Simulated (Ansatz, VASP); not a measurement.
## AgCl in VASP and in Ansatz

POSCAR

```
AgCl
1.0
    0.0000000000      2.7166437422      2.7166437422
    2.7166437422      0.0000000000      2.7166437422
    2.7166437422      2.7166437422      0.0000000000
Ag Cl
1 1
Direct
    0.0000000000      0.0000000000      0.0000000000
    0.5000000000      0.5000000000      0.5000000000
```

INCAR.step1

```
SYSTEM = AgCl
PREC = Accurate ; ENCUT = 520
ISMEAR = -1 ; SIGMA = 0.05
LREAL = .FALSE. ; LASPH = .TRUE.
NELM = 80 ; NBANDS = 16
GGA = PE ; ALGO = Normal
EDIFF = 1E-4 ; LWAVE = .TRUE.
LCHARG = .FALSE.
```

The input INCAR.step2:

```
SYSTEM = AgCl
PREC = Accurate ; ENCUT = 520
EDIFF = 1E-7 ; ISMEAR = -1
SIGMA = 0.05 ; LREAL = .FALSE.
LASPH = .TRUE. ; NELM = 80
ALGO = Normal ; ISIF = 2
LWAVE = .FALSE. ; LCHARG = .FALSE.
METAGGA = R2SCAN ; LMIXTAU = .TRUE.
NBANDS = 16 ; ISTART = 1
```

The input KPOINTS:

```
regular mesh
0
G
  8 8 8
  0 0 0
```

File input.yaml:

```yaml
crystal:
  lattice:
    - [0.0, 2.7166437422, 2.7166437422]
    - [2.7166437422, 0.0, 2.7166437422]
    - [2.7166437422, 2.7166437422, 0.0]
  atoms:
    - { symbol: Ag, position: [0.0, 0.0, 0.0] }
    - { symbol: Cl, position: [0.5, 0.5, 0.5] }
hamiltonian:
  xc: r2scan
  pseudopotentials: { kind: paw }
kpoints:
  mp_grid: { grid: [8, 8, 8] }
scf:
  occupations: { method: fermi_dirac, width: 0.05 }
output:
  forces: true
  stress: true
  eigenvalues: true
```

Alike in both runs: task single point; functional r2SCAN; k mesh 8 × 8 × 8; occupations fermi-dirac, width 0.05 eV; no spin polarisation.

|  | VASP | Ansatz |
| --- | --- | --- |
| version | VASP 6.6.1 | Ansatz 0.2.0 |
| potentials or method | VASP PAW PBE potentials, release 64 (Ag, Cl) | Ansatz PAW |
| plane-wave cutoff (eV) | 520 | 500 |
| valence electrons in the cell | 18 | 26 |

VASP gave:

- gap on the k mesh at the Fermi level (eV): 1.43
- least direct gap on the mesh (eV): 3.93
- pressure (GPa): 3.5

**Question.** What did Ansatz give for the same quantities?

**Answer.** gap on the k mesh at the Fermi level (eV): 1.48; least direct gap on the mesh (eV): 3.98; pressure (GPa): 3.6.

VASP's potentials were made for PBE, not for r2SCAN. VASP's potentials hold 18 valence electrons a cell and Ansatz's 26, so a difference there can come from the potentials and not from the codes.
